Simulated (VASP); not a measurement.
Write the native input for VASP 6.6.1 that does the following.

```yaml
Task: relaxation of cell and atoms
Functional: PBEsol
Potentials_or_basis: VASP PAW PBE potentials, release 64 (Hf_pv, N)
Cutoff: 600 eV
k_mesh: 3 × 3 × 3
Occupations: gaussian, width 0.1 eV
Spin: no spin polarisation
Dipole_correction: no
Further_INCAR_settings: ALGO = Normal; EDIFF = 1e-06; IBRION = 2; EDIFFG = -0.01; NSW = 80; ISIF = 3
```

The structure of Hf3N2 lies in POSCAR:

```
Hf3N2
1.0
    1.5994260774      0.9234290764      7.7548432223
   -1.5994260774      0.9234290764      7.7548432223
    0.0000000000     -1.8468581527      7.7548432223
Hf N
3 2
Direct
    0.7794186600      0.7794186600      0.7794186600
    0.2205813400      0.2205813400      0.2205813400
    0.0000000000      0.0000000000      0.0000000000
    0.6119155300      0.6119155300      0.6119155300
    0.3880844700      0.3880844700      0.3880844700
```

These files were run (other wordings do the same):

INCAR

```
  PREC = Accurate
  ENCUT = 600
  EDIFF = 1E-6
  ISMEAR = 0
  SIGMA = 0.1
  LREAL = False
  LASPH = True
  NELM = 60
  ALGO = Normal
  ISIF = 3
  LWAVE = False
  LCHARG = False
  GGA = PS
  IBRION = 2
  NSW = 80
  EDIFFG = -0.01
```

KPOINTS

```
regular mesh
0
Gamma
  3 3 3
```

Potentials or basis: VASP PAW PBE potentials, release 64 (Hf_pv, N).

Command:

```bash
$ cat potpaw_PBE.64/Hf_pv/POTCAR potpaw_PBE.64/N/POTCAR > POTCAR
$ mpirun -np 1 vasp_std > vasp.out
```

Results of the run:

```
Relaxed volume                         : 13.58 Å³/atom
Relaxed cell                           : a = 7.933 Å, b = 7.933 Å, c = 7.933 Å, α = 23.18°, β = 23.18°, γ = 23.18°
Space group after relaxing (to 0.05 Å) : R-3m (No. 166)
Energy gained by relaxing              : 3.2 meV/atom
Ionic steps                            : 7
Pressure after relaxing                : 0.0 GPa
Largest force after relaxing           : 0.004 eV/Å
Band gap on the k mesh                 : zero (band 20 reaches 7.10 eV, above the bottom of band 21 at 6.64 eV)
```

Caveat: the k points lie up to 0.76 Å⁻¹ apart in the final cell; the PAW data sets were made with another functional, which shifts forces and pressure a little; spin-orbit coupling is left out, which moves the levels of the heavy elements.

Wall time 4.5 min on 1 thread of Intel(R) Xeon(R) Platinum 8375C CPU @ 2.90GHz (Ice Lake) (shared host), peak memory 0.61 GiB.
